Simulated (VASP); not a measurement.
Crystal: TiC.

```
Ti C
1.0
     0.00000    2.15930    2.15930
     2.15930    0.00000    2.15930
     2.15930    2.15930    0.00000
Ti C
1 1
Direct
  0.00000 0.00000 0.00000
  0.50000 0.50000 0.50000
```

Base run:

- Program: VASP 6.6.1
- Functional: revPBE
- Potentials or basis: VASP PAW PBE potentials, release 64 (Ti_sv, C)
- Cutoff: 520 eV
- k mesh: 12 × 12 × 12
- Occupations: fermi-dirac, width 0.1 eV
- Spin: no spin polarisation

Its results: band gap on the k mesh zero (band 8 reaches 10.31 eV, above the bottom of band 9 at 9.20 eV); pressure 6.2 GPa.

**Question.** The run is repeated on the same cell with these changes: functional from revPBE to RPBE. What comes out?

**Answer.** Band gap on the k mesh zero (band 8 reaches 10.35 eV, above the bottom of band 9 at 9.23 eV); pressure 7.4 GPa.

Caveats: the PAW data sets were made with another functional, which shifts forces and pressure a little.
